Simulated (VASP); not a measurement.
A run of VASP 6.6.1 is set up as follows.

The input INCAR:

```
  PREC = Accurate
  ENCUT = 600
  EDIFF = 1E-6
  ISMEAR = 0
  SIGMA = 0.1
  LREAL = F
  LASPH = T
  NELM = 60
  ALGO = Normal
  ISIF = 3
  LWAVE = F
  LCHARG = F
  GGA = PE
  IBRION = 2
  NSW = 90
  EDIFFG = -0.04
```

Contents of KPOINTS:

```
regular mesh
0
Gamma
  4 4 4
```

The input POSCAR:

```
P7Ru
1.0
    0.0000000000      4.1787042200      4.1787042200
    4.1787042200      0.0000000000      4.1787042200
    4.1787042200      4.1787042200      0.0000000000
P Ru
7 1
Direct
    0.0000000000      0.0000000000      0.0000000000
    0.0000000000      0.5000000000      0.0000000000
    0.5000000000      0.0000000000      0.0000000000
    0.0000000000      0.5000000000      0.5000000000
    0.5000000000      0.0000000000      0.5000000000
    0.0000000000      0.0000000000      0.5000000000
    0.5000000000      0.5000000000      0.0000000000
    0.5000000000      0.5000000000      0.5000000000
```

Potentials or basis: VASP PAW PBE potentials, release 64 (P, Ru_pv).

Run with:

```bash
$ cat potpaw_PBE.64/P/POTCAR potpaw_PBE.64/Ru_pv/POTCAR > POTCAR
$ mpirun -np 1 vasp_std > vasp.out
```

Question: What does it give for the relaxed volume?

Answer: 14.25 Å³/atom.

Question: Predict the relaxed cell.

Answer: a = 5.442 Å, b = 5.442 Å, c = 5.442 Å, α = 60.00°, β = 60.00°, γ = 60.00°.

Question: What does it give for the band gap on the k mesh?

Answer: Zero (an odd number of electrons rules out a gap without spin polarisation).

Question: Estimate the space group after relaxing (to 0.1 Å).

Answer: Fm-3m (No. 225).

Step by step:
| step | energy change (eV) | largest force (eV/Å) | pressure (GPa) | volume (Å³) |
| --- | --- | --- | --- | --- |
| 1 | 0.0000 | 0.0000 | -16.82 | 145.93 |
| 2 | -1.9554 | 0.0000 | 5.34 | 109.11 |
| 3 | -2.0388 | 0.0000 | 0.15 | 113.99 |

Caveat: the volume moved by over 15 % at a fixed basis, so the end points are rough.
